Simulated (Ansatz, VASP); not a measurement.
# Re: VASP beside Ansatz

```xyz
1
Lattice="2.5054 0.0000 0.0000 -1.2527 2.1698 0.0000 0.0000 0.0000 2.2543" Properties=species:S:1:pos:R:3 pbc="T T T"
Re    0.0000    0.0000    0.0000
```

Change from the starting cell: volume scaled by 0.75, PAW files.

Alike in both runs: task single point; functional PBE; k mesh 16 × 16 × 15; occupations fermi-dirac, width 0.08 eV; no spin polarisation.

|  | VASP | Ansatz |
| --- | --- | --- |
| version | VASP 6.6.1 | Ansatz 0.2.0 |
| potentials or method | VASP PAW PBE potentials, release 64 (Re) | PAW with Ansatz's default frozen-core files, scalar-relativistic |
| plane-wave cutoff (eV) | 520 | 420 |
| valence electrons in the cell | 7 | 15 |

|  | VASP | Ansatz | Ansatz less VASP |
| --- | --- | --- | --- |
| pressure (GPa) | 149.4 | 150.5 | +1.10 |
| traceless stress, the component that is largest in VASP (GPa) | -9.19 | -0.01 | +9.186 |

Both programs put the cell under a high pressure, so it lies far from rest at this level. With one functional, cell and mesh, what is left measures potentials, basis and numerics. VASP's potentials hold 7 valence electrons a cell and Ansatz's 15, so a difference there can come from the potentials and not from the codes.

Spin-orbit coupling is off throughout. Noted on VASP's run: the cell as given lies far from equilibrium.
